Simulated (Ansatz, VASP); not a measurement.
**One calculation of Ga, two programs**

The input INCAR:

```
ALGO = Normal
EDIFF = 1E-6
ENCUT = 520
GGA = PE
ISIF = 2
ISMEAR = -1
LASPH = True
LCHARG = False
LREAL = False
LWAVE = False
NBANDS = 20
NELM = 100
PREC = Accurate
SIGMA = 0.08
```

The input KPOINTS:

```
k-points
0
Gamma
  12 12 10
```

Contents of POSCAR:

```
Ga
1.0
    1.4500000000     -4.0650000000      0.0000000000
    1.4500000000      4.0650000000      0.0000000000
    0.0000000000      0.0000000000      3.2651000000
Ga
2
Direct
    0.8670000000      0.1330000000      0.2500000000
    0.1330000000      0.8670000000      0.7500000000
```

Input for Ansatz:

```yaml
crystal:
  lattice:
    - [1.45, -4.065, 0.0]
    - [1.45, 4.065, 0.0]
    - [0.0, 0.0, 3.2651]
  atoms:
    - { symbol: Ga, position: [0.867, 0.133, 0.25] }
    - { symbol: Ga, position: [0.133, 0.867, 0.75] }
kpoints:
  mp_grid: { grid: [12, 12, 10] }
  band_path:
    path:
      - [0.0, 0.0, 0.0]
      - [-0.5, 0.5, 0.0]
      - [-0.2818093587, 0.7181906413, 0.0]
      - [0.2818093587, 0.2818093587, 0.0]
      - [0.0, 0.0, 0.0]
      - [0.0, 0.0, 0.5]
      - [0.2818093587, 0.2818093587, 0.5]
      - [-0.2818093587, 0.7181906413, 0.5]
      - [-0.5, 0.5, 0.5]
    npoints: 5
scf:
  occupations: { method: fermi_dirac, width: 0.08 }
hamiltonian:
  xc: pbe
  pseudopotentials: { kind: all_electron, lapw: { basis_error: 0.001 } }
output:
  forces: true
  stress: true
  eigenvalues: true
```

Change from the starting cell: zz strain of +3 %.

Alike in both runs: task single point; functional PBE; k mesh 12 × 12 × 10; occupations fermi-dirac, width 0.08 eV; no spin polarisation.

|  | VASP | Ansatz |
| --- | --- | --- |
| version | VASP 6.6.1 | Ansatz 0.2.0 |
| potentials or method | VASP PAW PBE potentials, release 64 (Ga_d), cutoff 520 eV | all-electron LAPW, scalar-relativistic |

Ansatz gave:

| Item | Value |
| --- | --- |
| pressure (GPa) | 0.0 |
| traceless stress, the component that is largest in VASP (GPa) | -1.87 |
| rms of the force components (eV/Å) | 0.097 |

Estimate VASP's values.

pressure (GPa): 0.0; traceless stress, the component that is largest in VASP (GPa): -1.87; rms of the force components (eV/Å): 0.098.

Atom by atom the forces differ by 0.001 eV/Å (rms over components). Ansatz ran all-electron here, and VASP with PAW potentials.
